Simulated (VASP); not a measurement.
# Ba (P4/mmm) in VASP: a series of runs

The runs below take Ba through single point, with LDA.

Everything below comes from runs of VASP 6.6.1. Logs are shortened: lines on timing, memory, paths and dates and some standing lists are left out, and cuts for length are marked.

## (1) The cell of the first run

Symmetry: P4/mmm, No. 123, tetragonal system. Conventional cell: a = 3.800 Å, b = 3.800 Å, c = 4.035 Å, α = 90.00°, β = 90.00°, γ = 90.00°. Ba (site symmetry 4/mmm) has 6 Ba at 3.80 to 4.04 Å within 5.0 Å.

## (2) Single point, LDA (strain -0.030 along x and y, +0.030 along z)

INCAR reads:

```
SYSTEM = Ba
PREC = Accurate
ENCUT = 520
EDIFF = 1E-6
ISMEAR = 0
SIGMA = 0.15
LREAL = .FALSE.
LASPH = .TRUE.
NELM = 80
ALGO = Normal
ISIF = 2
LWAVE = .FALSE.
LCHARG = .TRUE.
LELF = .TRUE.
LVHAR = .TRUE.
NBANDS = 11
```

KPOINTS reads:

```
regular mesh
0
G
  12 12 12
  0 0 0
```

POSCAR reads:

```
Ba
1.0
    3.8001860143      0.0000000000      0.0000000000
    0.0000000000      3.8001860143      0.0000000000
    0.0000000000      0.0000000000      4.0352490667
Ba
1
Direct
    0.0000000000      0.0000000000      0.0000000000
```

Potentials or basis: VASP PAW LDA potentials, release 64 (Ba_sv).

Command:

```sh
> cat potpaw_LDA.64/Ba_sv/POTCAR > POTCAR
> mpirun -np 1 vasp_std > vasp.out
```

OUTCAR:

```text
SYSTEM = Ba
   PREC = Accurate
   ENCUT = 520
   EDIFF = 1E-6
   ISMEAR = 0
   LREAL = .FALSE.
   LASPH = .TRUE.
   NELM = 80
   ISIF = 2

 ion  position               nearest neighbor table
   1  0.000  0.000  0.000-

  LATTYP: Found a simple tetragonal cell.
 ALAT       =     3.8001860143
 C/A-ratio  =     1.0618556701

  Lattice vectors:

 A1 = (   3.8001860143,   0.0000000000,   0.0000000000)
 A2 = (   0.0000000000,   3.8001860143,   0.0000000000)
 A3 = (   0.0000000000,   0.0000000000,   4.0352490667)

Analysis of symmetry for initial positions (statically):
=====================================================================
 Subroutine PRICEL returns:
 Original cell was already a primitive cell.

 Routine SETGRP: Setting up the symmetry group for a
 simple tetragonal supercell.

 Subroutine GETGRP returns: Found 16 space group operations
 (whereof 16 operations were pure point group operations)
 out of a pool of 16 trial point group operations.

The static configuration has the point symmetry D_4h.

Analysis of symmetry for dynamics (positions and initial velocities):
=====================================================================
 Subroutine PRICEL returns:
 Original cell was already a primitive cell.

 Routine SETGRP: Setting up the symmetry group for a
 simple tetragonal supercell.

 Subroutine GETGRP returns: Found 16 space group operations
 (whereof 16 operations were pure point group operations)
 out of a pool of 16 trial point group operations.

The dynamic configuration has the point symmetry D_4h.

 Subroutine INISYM returns: Found 16 space group operations
 (whereof 16 operations are pure point group operations),
 and found     1 'primitive' translations

----------------------------------------------------------------------------------------

                                     Primitive cell

  volume of cell :      58.2747

  direct lattice vectors                    reciprocal lattice vectors
     3.800186014  0.000000000  0.000000000     0.263145013  0.000000000  0.000000000
     0.000000000  3.800186014  0.000000000     0.000000000  0.263145013  0.000000000
     0.000000000  0.000000000  4.035249067     0.000000000  0.000000000  0.247816178

  length of vectors
     3.800186014  3.800186014  4.035249067     0.263145013  0.263145013  0.247816178

  position of ions in fractional coordinates (direct lattice)
     0.000000000  0.000000000  0.000000000

  ion indices of the primitive-cell ions
   primitive index   ion index
                 1           1

----------------------------------------------------------------------------------------

 KPOINTS: regular mesh

Automatic generation of k-mesh.
 Grid dimensions read from file:
 generate k-points for:   12   12   12

 Generating k-lattice:

  Cartesian coordinates                     Fractional coordinates (reciprocal lattice)
     0.021928751  0.000000000  0.000000000     0.083333333  0.000000000  0.000000000
     0.000000000  0.021928751  0.000000000     0.000000000  0.083333333  0.000000000
     0.000000000  0.000000000  0.020651348     0.000000000  0.000000000  0.083333333

  Length of vectors
     0.021928751  0.021928751  0.020651348

  Shift w.r.t. Gamma in fractional coordinates (k-lattice)
     0.000000000  0.000000000  0.000000000

 Subroutine IBZKPT returns following result:
 ===========================================

 Found    196 irreducible k-points:

 Following reciprocal coordinates:
            Coordinates               Weight
  0.000000  0.000000  0.000000      1.000000
  0.083333  0.000000  0.000000      4.000000
  0.166667  0.000000  0.000000      4.000000
  0.250000  0.000000  0.000000      4.000000
  0.333333  0.000000  0.000000      4.000000
  0.416667  0.000000  0.000000      4.000000
[... 16 lines left out ...]
  0.333333  0.333333  0.000000      4.000000
  0.416667  0.333333  0.000000      8.000000
 [... further k-points ...]
   k-points           NKPTS =    196   k-points in BZ     NKDIM =    196   number of bands    NBANDS=     11
   number of dos      NEDOS =    301   number of ions     NIONS =      1
   total plane-waves  NPLWV =  23520
   dimension x,y,z NGX =    28 NGY =   28 NGZ =   30
   dimension x,y,z NGXF=    56 NGYF=   56 NGZF=   60
   ions per type =               1
   NGX,Y,Z   is equivalent  to a cutoff of  12.25, 12.25, 12.36 a.u.
   NGXF,Y,Z  is equivalent  to a cutoff of  24.50, 24.50, 24.72 a.u.
 SYSTEM =  Ba
   PREC   = accura    normal or accurate (medium, high low for compatibility)
   ISTART =      0    job   : 0-new  1-cont  2-samecut
   ICHARG =      2    charge: 1-file 2-atom 10-const
   ISPIN  =      1    spin polarized calculation?
   LNONCOLLINEAR =      F non collinear calculations
   LSORBIT =      F    spin-orbit coupling
   LASPH  =      T    aspherical Exc in radial PAW
   ENCUT  =  520.0 eV  38.22 Ry    6.18 a.u.   7.07  7.07  7.50*2*pi/ulx,y,z
   NELM   =     80;   NELMIN=  2; NELMDL= -5     # of ELM steps
   EDIFF  = 0.1E-05   stopping-criterion for ELM
   LREAL  =      F    real-space projection
[... 7 lines left out ...]
   TEBEG  =    0.0;   TEEND  =   0.0 temperature during run
   PSTRESS=    0.0 pullay stress
   NELECT =      10.0000    total number of electrons
   NUPDOWN=      -1.0000    fix difference up-down
   EMIN   =  10.00;   EMAX   =-10.00  energy-range for DOS
   EFERMI =   0.00;   METHOD = LEGACY
   ISMEAR =     0;   SIGMA  =   0.15  broadening in eV -4-tet -1-fermi 0-gaus
   EFERMI_NEDOS =   21; number of points for ismear=-14 and -15
   IALGO  =     38    algorithm
   IMIX   =      4    mixing-type and parameters
     AMIX     =   0.40;   BMIX     =  1.00
     AMIX_MAG =   1.60;   BMIX_MAG =  1.00
  volume/ion in A,a.u.               =      58.27       393.26
  Fermi-wavevector in a.u.,A,eV,Ry     =   0.909735  1.719150 11.260419  0.827617
  Thomas-Fermi vector in A             =   2.033814
   LORBIT       =      0    0 simple, 1 ext, 2 COOP (PROOUT), +10 PAW based schemes
   GGA     = CA    functional components
   LHFCALC =     F    Hartree Fock is set to
   AEXX    =    0.0000 exact exchange contribution
   IVDW    =     0    specifies the selected vdW correction
   LEPSILON=     F    determine dielectric tensor
   LRPA    =     F    only Hartree local field effects (RPA)
 non-spin polarized calculation
 Gauss-broadening in eV      SIGMA  =   0.15
  energy-cutoff  :      520.00
  volume of cell :       58.27
 maximum number of plane-waves:      1592
   NGX = 15   NGY = 15   NGZ = 15

 number of electron      10.0000000 magnetization

 number of electron       9.9999999 magnetization

 Free energy of the ion-electron system (eV)
  ---------------------------------------------------
  ext. energy  EPLUGINS =         0.00000000
  ---------------------------------------------------
  free energy    TOTEN  =        -1.93703697 eV

  energy without entropy =       -1.92806298  energy(sigma->0) =       -1.93254998

 E-fermi :   1.5882     XC(G=0):  -7.8515

 val. band max:        1.5697334830   @ k =   0.5000   0.0833   0.1667
 cond. band min:       1.6077332694   @ k =   0.0000   0.0000   0.1667
 fundamental gap:      0.0379997864
 Fermi energy:         1.5882450817

 k-point     1 :       0.0000    0.0000    0.0000
  band No.  band energies     occupation
      1     -27.3970      2.00000
      2     -12.2899      2.00000
      3     -12.1168      2.00000
      4     -12.1168      2.00000
      5      -0.9827      2.00000
      6       1.5090      1.54507
      7       1.5326      1.40036
      8       6.6318      0.00000
      9       6.6318      0.00000
     10       7.0440      0.00000
     11       8.8979      0.00000

 k-point     2 :       0.0833    0.0000    0.0000
  band No.  band energies     occupation
      1     -27.3909      2.00000
      2     -12.2831      2.00000
      3     -12.1916      2.00000
      4     -12.1105      2.00000
      5      -0.8645      2.00000
      6       1.5624      1.19255
      7       1.6599      0.49945
      8       6.2441      0.00000
      9       6.6528      0.00000
     10       6.7174      0.00000
     11       9.2974      0.00000

 k-point     3 :       0.1667    0.0000    0.0000
  band No.  band energies     occupation
      1     -27.3740      2.00000
      2     -12.3887      2.00000
      3     -12.2647      2.00000
      4     -12.0932      2.00000
      5      -0.5495      2.00000
      6       1.6709      0.43602
      7       2.0605      0.00001
      8       5.5214      0.00000
      9       6.0591      0.00000
     10       6.7114      0.00000
     11       8.3752      0.00000

 k-point     4 :       0.2500    0.0000    0.0000
  band No.  band energies     occupation
      1     -27.3508      2.00000
      2     -12.6427      2.00000
      3     -12.2392      2.00000
      4     -12.0695      2.00000
      5      -0.1195      2.00000
      6       1.8298      0.02279
      7       2.5827      0.00000
      8       4.8332      0.00000
      9       5.4049      0.00000
     10       6.7942      0.00000
     11       7.6993      0.00000
[... 239 lines left out ...]
 k-point    22 :       0.5000    0.2500    0.0000
  band No.  band energies     occupation
      1     -27.2589      2.00000
      2     -13.0344      2.00000
      3     -12.5159      2.00000
      4     -12.1399      2.00000
      5       1.3664      1.96353
      6       1.8605      0.01027
      7       3.5684      0.00000
      8       4.1283      0.00000
      9       4.9415      0.00000
     10       5.4254      0.00000
     11       8.8616      0.00000

 k-point    23 :       0.3333    0.3333    0.0000
  band No.  band energies     occupation
      1     -27.2593      2.00000
      2     -12.7903      2.00000
      3     -12.7661      2.00000
      4     -12.1405      2.00000
      5       1.0502      2.00000
      6       2.0193      0.00005
      7       4.3635      0.00000
      8       4.5314      0.00000
      9       4.6055      0.00000
     10       4.8729      0.00000
     11       8.2715      0.00000

 k-point    24 :       0.4167    0.3333    0.0000
  band No.  band energies     occupation
      1     -27.2424      2.00000
      2     -12.9394      2.00000
      3     -12.7520      2.00000
      4     -12.1224      2.00000
      5       0.9414      2.00000
      6       2.1170      0.00000
      7       4.3917      0.00000
      8       4.5039      0.00000
      9       4.8723      0.00000
     10       5.0375      0.00000
     11       8.3749      0.00000

 [... further k-points ...]

------------------------ aborting loop because EDIFF is reached ----------------------------------------

  FORCE on cell =-STRESS in cart. coord.  units (eV):
  Direction    XX          YY          ZZ          XY          YZ          ZX
  --------------------------------------------------------------------------------------
  -------------------------------------------------------------------------------------
  Total       -0.0967539     -0.0967539     -0.7141676      0.0000000     -0.0000000      0.0000000
  in kB       -2.6601076     -2.6601076    -19.6349898      0.0000000     -0.0000000      0.0000000
  external PRESSURE =      -8.3184017 kB  Pullay stress =       0.0000000 kB

 VOLUME and BASIS-vectors are now :
 -----------------------------------------------------------------------------
  energy-cutoff  :      520.00
  volume of cell :       58.27
      direct lattice vectors                 reciprocal lattice vectors
     3.800186014  0.000000000  0.000000000     0.263145013  0.000000000  0.000000000
     0.000000000  3.800186014  0.000000000     0.000000000  0.263145013  0.000000000
     0.000000000  0.000000000  4.035249067     0.000000000  0.000000000  0.247816178

 POSITION                                       TOTAL-FORCE (eV/Angst)
 -----------------------------------------------------------------------------------
      0.00000      0.00000      0.00000         0.000000      0.000000      0.000000
 -----------------------------------------------------------------------------------
    total drift:                                0.000000     -0.000000     -0.000000

  FREE ENERGIE OF THE ION-ELECTRON SYSTEM (eV)
  ---------------------------------------------------
  free  energy   TOTEN  =        -1.9370369678 eV

  energy  without entropy=       -1.9280629837  energy(sigma->0) =       -1.93254998
```

Run time: 27 s. Hardware: 1 thread of AMD EPYC 9R45 (Zen 5), shared host; peak memory 0.21 GiB.

What came out:

| Property | Result |
| --- | --- |
| Free energy | -1.9370 eV |
| Pressure | -0.8 GPa |
| Band gap on the k mesh | zero (bands 5 and 6 overlap by 0.25 eV) |

Caveat: the cell differs from its parent crystal (strain -0.030 along x and y, +0.030 along z); spin-orbit coupling is left out, which moves the levels of the heavy elements.

## (3) Single point, LDA (strain +0.000 along x and y, -0.030 along z)

INCAR reads:

```
SYSTEM = Ba
ALGO = Fast
EDIFF = 1E-6
ENCUT = 520
ISIF = 2
ISMEAR = 0
LASPH = .True.
LCHARG = .False.
LREAL = .False.
LWAVE = .False.
NBANDS = 11
NELM = 80
PREC = Accurate
SIGMA = 0.15
```

KPOINTS reads:

```
k-points
0
Gamma
  12 12 12
  0 0 0
```

POSCAR reads:

```
Ba
1.0
    3.9177175405      0.0000000000      0.0000000000
    0.0000000000      3.9177175405      0.0000000000
    0.0000000000      0.0000000000      3.8001860143
Ba
1
Direct
    0.0000000000      0.0000000000      0.0000000000
```

Potentials or basis: VASP PAW LDA potentials, release 64 (Ba_sv).

Command:

```sh
> cat potpaw_LDA.64/Ba_sv/POTCAR > POTCAR
> mpirun -np 1 vasp_std > vasp.out
```

Run time: 36 s. Hardware: 1 thread of AMD EPYC 9R45 (Zen 5), shared host; peak memory 0.21 GiB.

The run converged. Its results:

```
Free energy            : -1.9458 eV
Pressure               : -0.9 GPa
Band gap on the k mesh : zero (bands 5 and 6 overlap by 0.32 eV)
```

Stress tensor (GPa, compression positive):
```
-1.17  0.00  0.00
 0.00 -1.17  0.00
 0.00  0.00 -0.26
```

Levels at points of the mesh, in eV from the Fermi level:
```tsv
k point	band 1	band 2	band 3	band 4	band 5	band 6	band 7	band 8	band 9	band 10
(0.00, 0.00, 0.00)	-28.98	-13.80	-13.80	-13.70	-2.57	-0.06	-0.05	5.01	5.24	5.24
(0.50, 0.00, 0.00)	-28.91	-14.58	-13.72	-13.63	-0.75	0.49	0.99	2.66	2.99	5.50
(0.50, 0.50, 0.00)	-28.85	-14.47	-14.47	-13.56	-1.01	0.55	3.46	3.46	3.57	3.57
(0.00, 0.00, 0.50)	-28.89	-14.69	-13.70	-13.70	-0.60	0.63	1.14	2.55	2.55	5.35
(0.50, 0.00, 0.50)	-28.82	-14.58	-14.44	-13.63	-1.07	0.74	3.04	3.26	3.70	3.74
(0.50, 0.50, 0.50)	-28.76	-14.47	-14.33	-14.33	-0.15	-0.15	0.07	4.14	6.83	7.02
```

Caveat: the cell differs from its parent crystal (strain +0.000 along x and y, -0.030 along z); spin-orbit coupling is left out, which moves the levels of the heavy elements.

The gap in the log of VASP goes by the Fermi energy; the results here count the filled bands.